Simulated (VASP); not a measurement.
Wanted: the native input for a VASP 6.6.1 run.

```
Task                   : single point
Functional             : PBE
Potentials or basis    : VASP PAW PBE potentials, release 64 (Re)
Cutoff                 : 520 eV
k mesh                 : 11 × 11 × 6
Occupations            : fermi-dirac, width 0.1 eV
Spin                   : no spin polarisation
Dipole correction      : no
Further INCAR settings : ALGO = Normal; EDIFF = 1e-06; NBANDS = 14
```

The structure of Re lies in POSCAR:

```
Re
1.0
    2.7044413289      0.0000000000      0.0000000000
   -1.3522206645      2.3421149578      0.0000000000
    0.0000000000      0.0000000000      4.3671907899
Re
2
Direct
    0.3333333333      0.6666666667      0.2500000000
    0.6666666667      0.3333333333      0.7500000000
```

The input as run:

INCAR

```
PREC     = Accurate       # precision mode
ENCUT    = 520            # plane-wave cutoff, eV
EDIFF    = 1E-6           # SCF threshold, eV
ISMEAR   = -1             # smearing method
SIGMA    = 0.1            # smearing width, eV
LREAL    = F              # projectors in reciprocal space
LASPH    = T              # aspherical terms in the spheres
NELM     = 60             # most SCF steps
ALGO     = Normal         # electronic algorithm
ISIF     = 2              # what is computed and relaxed
LWAVE    = F              # write WAVECAR
LCHARG   = F              # write CHGCAR
GGA      = PE             # functional
NBANDS   = 14             # bands
```

KPOINTS

```
regular mesh
0
Gamma
  11 11 6
```

Potentials or basis: VASP PAW PBE potentials, release 64 (Re).

Launch:

```bash
$ cat potpaw_PBE.64/Re/POTCAR > POTCAR
$ mpirun -np 1 vasp_std > vasp.out
```

It gave:

```
Pressure               : 33.9 GPa
Band gap on the k mesh : zero (band 7 reaches 10.22 eV, above the bottom of band 8 at 6.78 eV)
```

Caveat: spin-orbit coupling is left out, which moves the levels of the heavy elements.

Wall time 10 s on 1 thread of AMD EPYC 9R45 96-Core Processor (Zen 5), with other jobs on the host, peak memory 0.12 GiB.
